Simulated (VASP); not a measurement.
# Cs (Pm-3m) in VASP: a series of runs

The runs below take Cs through single point, with revPBE.

All numbers are computed with VASP 6.6.1; they aren't measurements. Logs are shortened: lines on timing, memory, paths and dates and some standing lists are left out, and cuts for length are marked.

**1. The cell of the first run**

It takes space group Pm-3m (No. 221, cubic). The conventional cell has a = 5.058 Å, b = 5.058 Å, c = 5.058 Å, α = 90.00°, β = 90.00°, γ = 90.00°.

This isn't the form of Cs at room conditions, which is bcc.

**2. Single point, revPBE (129.37 Å³/atom)**

The input, INCAR:

```
PREC = Accurate
ENCUT = 520
EDIFF = 1E-6
ISMEAR = -1
SIGMA = 0.1
LREAL = False
LASPH = True
NELM = 100
ALGO = Normal
ISIF = 2
LWAVE = False
LCHARG = False
GGA = RE
NBANDS = 10
```

The input, KPOINTS:

```
regular mesh
0
Gamma
  7 7 7
```

The input, POSCAR:

```
Cs
1.0
    5.0576060354      0.0000000000      0.0000000000
    0.0000000000      5.0576060354      0.0000000000
    0.0000000000      0.0000000000      5.0576060354
Cs
1
Direct
    0.0000000000      0.0000000000      0.0000000000
```

Potentials or basis: VASP PAW PBE potentials, release 64 (Cs_sv).

Run with:

```bash
$ cat potpaw_PBE.64/Cs_sv/POTCAR > POTCAR
$ mpirun -np 1 vasp_std > vasp.out
```

OUTCAR:

```text
PREC = Accurate
   ENCUT = 520
   EDIFF = 1E-6
   ISMEAR = -1
   LREAL = False
   LASPH = True
   NELM = 100
   ISIF = 2
   GGA = RE

 ion  position               nearest neighbor table
   1  0.000  0.000  0.000-

  LATTYP: Found a simple cubic cell.
 ALAT       =     5.0576060354

  Lattice vectors:

 A1 = (   5.0576060354,   0.0000000000,   0.0000000000)
 A2 = (   0.0000000000,   5.0576060354,   0.0000000000)
 A3 = (   0.0000000000,   0.0000000000,   5.0576060354)

Analysis of symmetry for initial positions (statically):
=====================================================================
 Subroutine PRICEL returns:
 Original cell was already a primitive cell.

 Routine SETGRP: Setting up the symmetry group for a
 simple cubic supercell.

 Subroutine GETGRP returns: Found 48 space group operations
 (whereof 48 operations were pure point group operations)
 out of a pool of 48 trial point group operations.

The static configuration has the point symmetry O_h .

Analysis of symmetry for dynamics (positions and initial velocities):
=====================================================================
 Subroutine PRICEL returns:
 Original cell was already a primitive cell.

 Routine SETGRP: Setting up the symmetry group for a
 simple cubic supercell.

 Subroutine GETGRP returns: Found 48 space group operations
 (whereof 48 operations were pure point group operations)
 out of a pool of 48 trial point group operations.

The dynamic configuration has the point symmetry O_h .

 Subroutine INISYM returns: Found 48 space group operations
 (whereof 48 operations are pure point group operations),
 and found     1 'primitive' translations

----------------------------------------------------------------------------------------

                                     Primitive cell

  volume of cell :     129.3704

  direct lattice vectors                    reciprocal lattice vectors
     5.057606035  0.000000000  0.000000000     0.197722004  0.000000000  0.000000000
     0.000000000  5.057606035  0.000000000     0.000000000  0.197722004  0.000000000
     0.000000000  0.000000000  5.057606035     0.000000000  0.000000000  0.197722004

  length of vectors
     5.057606035  5.057606035  5.057606035     0.197722004  0.197722004  0.197722004

  position of ions in fractional coordinates (direct lattice)
     0.000000000  0.000000000  0.000000000

  ion indices of the primitive-cell ions
   primitive index   ion index
                 1           1

----------------------------------------------------------------------------------------

 KPOINTS: regular mesh

Automatic generation of k-mesh.
 Grid dimensions read from file:
 generate k-points for:    7    7    7

 Generating k-lattice:

  Cartesian coordinates                     Fractional coordinates (reciprocal lattice)
     0.028246001  0.000000000  0.000000000     0.142857143  0.000000000  0.000000000
     0.000000000  0.028246001  0.000000000     0.000000000  0.142857143  0.000000000
     0.000000000  0.000000000  0.028246001     0.000000000  0.000000000  0.142857143

  Length of vectors
     0.028246001  0.028246001  0.028246001

  Shift w.r.t. Gamma in fractional coordinates (k-lattice)
     0.000000000  0.000000000  0.000000000

 Subroutine IBZKPT returns following result:
 ===========================================

 Found     20 irreducible k-points:

 Following reciprocal coordinates:
            Coordinates               Weight
  0.000000  0.000000  0.000000      1.000000
  0.142857  0.000000  0.000000      6.000000
  0.285714  0.000000  0.000000      6.000000
  0.428571  0.000000  0.000000      6.000000
  0.142857  0.142857  0.000000     12.000000
  0.285714  0.142857  0.000000     24.000000
[... 12 lines left out ...]
  0.428571  0.428571  0.285714     24.000000
  0.428571  0.428571  0.428571      8.000000
   k-points           NKPTS =     20   k-points in BZ     NKDIM =     20   number of bands    NBANDS=     10
   number of dos      NEDOS =    301   number of ions     NIONS =      1
   total plane-waves  NPLWV =  64000
   dimension x,y,z NGX =    40 NGY =   40 NGZ =   40
   dimension x,y,z NGXF=    80 NGYF=   80 NGZF=   80
   ions per type =               1
   NGX,Y,Z   is equivalent  to a cutoff of  13.15, 13.15, 13.15 a.u.
   NGXF,Y,Z  is equivalent  to a cutoff of  26.30, 26.30, 26.30 a.u.
 SYSTEM =  unknown system
   PREC   = accura    normal or accurate (medium, high low for compatibility)
   ISTART =      0    job   : 0-new  1-cont  2-samecut
   ICHARG =      2    charge: 1-file 2-atom 10-const
   ISPIN  =      1    spin polarized calculation?
   LNONCOLLINEAR =      F non collinear calculations
   LSORBIT =      F    spin-orbit coupling
   LASPH  =      T    aspherical Exc in radial PAW
   ENCUT  =  520.0 eV  38.22 Ry    6.18 a.u.   9.40  9.40  9.40*2*pi/ulx,y,z
   NELM   =    100;   NELMIN=  2; NELMDL= -5     # of ELM steps
   EDIFF  = 0.1E-05   stopping-criterion for ELM
   LREAL  =      F    real-space projection
   EDIFFG = 0.1E-04   stopping-criterion for IOM
   NSW    =      0    number of steps for IOM
   IBRION =     -1    ionic relax: 0-MD 1-quasi-New 2-CG
   NFREE  =      0    steps in history (QN), initial steepest desc. (CG)
   ISIF   =      2    stress and relaxation
   ISYM   =      2    0-nonsym 1-usesym 2-fastsym
   POTIM  = 0.5000    time-step for ionic-motion
   TEBEG  =    0.0;   TEEND  =   0.0 temperature during run
   PSTRESS=    0.0 pullay stress
   NELECT =       9.0000    total number of electrons
   NUPDOWN=      -1.0000    fix difference up-down
   EMIN   =  10.00;   EMAX   =-10.00  energy-range for DOS
   EFERMI =   0.00;   METHOD = LEGACY
   ISMEAR =    -1;   SIGMA  =   0.10  broadening in eV -4-tet -1-fermi 0-gaus
   EFERMI_NEDOS =   21; number of points for ismear=-14 and -15
   IALGO  =     38    algorithm
   IMIX   =      4    mixing-type and parameters
     AMIX     =   0.40;   BMIX     =  1.00
     AMIX_MAG =   1.60;   BMIX_MAG =  1.00
  volume/ion in A,a.u.               =     129.37       873.03
  Fermi-wavevector in a.u.,A,eV,Ry     =   0.673303  1.272359  6.168027  0.453337
  Thomas-Fermi vector in A             =   1.749682
   LORBIT       =      0    0 simple, 1 ext, 2 COOP (PROOUT), +10 PAW based schemes
   GGA     = RE    functional components
   LHFCALC =     F    Hartree Fock is set to
   AEXX    =    0.0000 exact exchange contribution
   IVDW    =     0    specifies the selected vdW correction
   LEPSILON=     F    determine dielectric tensor
   LRPA    =     F    only Hartree local field effects (RPA)
 non-spin polarized calculation
  energy-cutoff  :      520.00
  volume of cell :      129.37
 maximum number of plane-waves:      3507
 NGX is ok and might be reduce to    40
   NGX = 19   NGY = 19   NGZ = 19

 number of electron       9.0000001 magnetization

 Free energy of the ion-electron system (eV)
  ---------------------------------------------------
  ext. energy  EPLUGINS =         0.00000000
  ---------------------------------------------------
  free energy    TOTEN  =        -0.67849661 eV

  energy without entropy =       -0.63835522  energy(sigma->0) =       -0.65842592

 E-fermi :   0.3106     XC(G=0):  -5.0022

 val. band max:        0.2471711746   @ k =   0.4286   0.1429   0.1429
 cond. band min:       0.3624597976   @ k =   0.2857   0.2857   0.2857
 fundamental gap:      0.1152886230
 Fermi energy:         0.3106226438

 k-point     1 :       0.0000    0.0000    0.0000
  band No.  band energies     occupation
      1     -23.8155      2.00000
      2     -10.5636      2.00000
      3     -10.5636      2.00000
      4     -10.5636      2.00000
      5      -1.2410      2.00000
      6       1.7019      0.00000
      7       1.7019      0.00000
      8       4.4866      0.00000
      9       4.4866      0.00000
     10       4.4866      0.00000

 k-point     2 :       0.1429    0.0000    0.0000
  band No.  band energies     occupation
      1     -23.8145      2.00000
      2     -10.5913      2.00000
      3     -10.5612      2.00000
      4     -10.5612      2.00000
      5      -1.0838      2.00000
      6       1.7228      0.00000
      7       1.7672      0.00000
      8       4.0055      0.00000
      9       4.0055      0.00000
     10       4.5275      0.00000

 k-point     3 :       0.2857    0.0000    0.0000
  band No.  band energies     occupation
      1     -23.8121      2.00000
      2     -10.6523      2.00000
      3     -10.5560      2.00000
      4     -10.5560      2.00000
      5      -0.6490      1.99986
      6       1.5017      0.00001
      7       1.9328      0.00000
      8       3.4735      0.00000
      9       3.4735      0.00000
     10       4.2853      0.00000

 k-point     4 :       0.4286    0.0000    0.0000
  band No.  band energies     occupation
      1     -23.8102      2.00000
      2     -10.7000      2.00000
      3     -10.5517      2.00000
      4     -10.5517      2.00000
      5      -0.0449      1.94446
      6       0.8795      0.00675
      7       2.0924      0.00000
      8       3.1828      0.00000
      9       3.1828      0.00000
     10       4.6282      0.00000

 k-point     5 :       0.1429    0.1429    0.0000
  band No.  band energies     occupation
      1     -23.8134      2.00000
      2     -10.5899      2.00000
      3     -10.5876      2.00000
      4     -10.5589      2.00000
      5      -0.9287      1.99999
      6       1.7930      0.00000
      7       1.8026      0.00000
      8       3.4403      0.00000
      9       3.9242      0.00000
     10       4.2430      0.00000

 k-point     6 :       0.2857    0.1429    0.0000
  band No.  band energies     occupation
      1     -23.8111      2.00000
      2     -10.6493      2.00000
      3     -10.5829      2.00000
      4     -10.5537      2.00000
      5      -0.5006      1.99940
      6       1.5725      0.00001
      7       1.9823      0.00000
      8       3.0431      0.00000
      9       3.5145      0.00000
     10       4.2311      0.00000
[... 131 lines left out ...]
 k-point    17 :       0.2857    0.2857    0.2857
  band No.  band energies     occupation
      1     -23.8053      2.00000
      2     -10.6362      2.00000
      3     -10.6314      2.00000
      4     -10.6314      2.00000
      5       0.3625      0.74647
      6       1.9633      0.00000
      7       1.9633      0.00000
      8       2.5305      0.00000
      9       3.0921      0.00000
     10       3.0921      0.00000

 k-point    18 :       0.4286    0.2857    0.2857
  band No.  band energies     occupation
      1     -23.8034      2.00000
      2     -10.6786      2.00000
      3     -10.6292      2.00000
      4     -10.6263      2.00000
      5       0.7788      0.01836
      6       1.5158      0.00001
      7       1.8792      0.00000
      8       2.8404      0.00000
      9       2.9522      0.00000
     10       3.5646      0.00000

 k-point    19 :       0.4286    0.4286    0.2857
  band No.  band energies     occupation
      1     -23.8016      2.00000
      2     -10.6730      2.00000
      3     -10.6724      2.00000
      4     -10.6226      2.00000
      5       0.9832      0.00240
      6       1.6323      0.00000
      7       1.7031      0.00000
      8       2.6536      0.00000
      9       3.5948      0.00000
     10       3.7170      0.00000

 k-point    20 :       0.4286    0.4286    0.4286
  band No.  band energies     occupation
      1     -23.7997      2.00000
      2     -10.6676      2.00000
      3     -10.6667      2.00000
      4     -10.6667      2.00000
      5       1.2498      0.00017
      6       1.4891      0.00002
      7       1.4891      0.00002
      8       3.4480      0.00000
      9       3.6059      0.00000
     10       3.8019      0.00000

------------------------ aborting loop because EDIFF is reached ----------------------------------------

  FORCE on cell =-STRESS in cart. coord.  units (eV):
  Direction    XX          YY          ZZ          XY          YZ          ZX
  --------------------------------------------------------------------------------------
  -------------------------------------------------------------------------------------
  Total        0.1023253      0.1023253      0.1023253      0.0000000      0.0000000      0.0000000
  in kB        1.2672387      1.2672387      1.2672387      0.0000000      0.0000000      0.0000000
  external PRESSURE =       1.2672387 kB  Pullay stress =       0.0000000 kB

 VOLUME and BASIS-vectors are now :
 -----------------------------------------------------------------------------
  energy-cutoff  :      520.00
  volume of cell :      129.37
      direct lattice vectors                 reciprocal lattice vectors
     5.057606035  0.000000000  0.000000000     0.197722004  0.000000000  0.000000000
     0.000000000  5.057606035  0.000000000     0.000000000  0.197722004  0.000000000
     0.000000000  0.000000000  5.057606035     0.000000000  0.000000000  0.197722004

 POSITION                                       TOTAL-FORCE (eV/Angst)
 -----------------------------------------------------------------------------------
      0.00000      0.00000      0.00000         0.000000      0.000000      0.000000
 -----------------------------------------------------------------------------------
    total drift:                               -0.000000     -0.000000     -0.000000

  FREE ENERGIE OF THE ION-ELECTRON SYSTEM (eV)
  ---------------------------------------------------
  free  energy   TOTEN  =        -0.6784966121 eV

  energy  without entropy=       -0.6383552225  energy(sigma->0) =       -0.65842592
```

Run time: 24 s. Hardware: 1 thread of Intel Xeon 8259CL, shared host; peak memory 0.23 GiB.

Results:

| Property | Result |
| --- | --- |
| Free energy | -0.6785 eV |
| Pressure | 0.1 GPa |
| Band gap on the k mesh | zero (an odd number of electrons rules out a gap without spin polarisation) |

Caveat: the PAW data sets were made with another functional, which shifts forces and pressure a little; spin-orbit coupling is left out, which moves the levels of the heavy elements.

(Part 1 of 2 ends here.)

The gap in the log of VASP goes by the Fermi energy; the results here count the filled bands.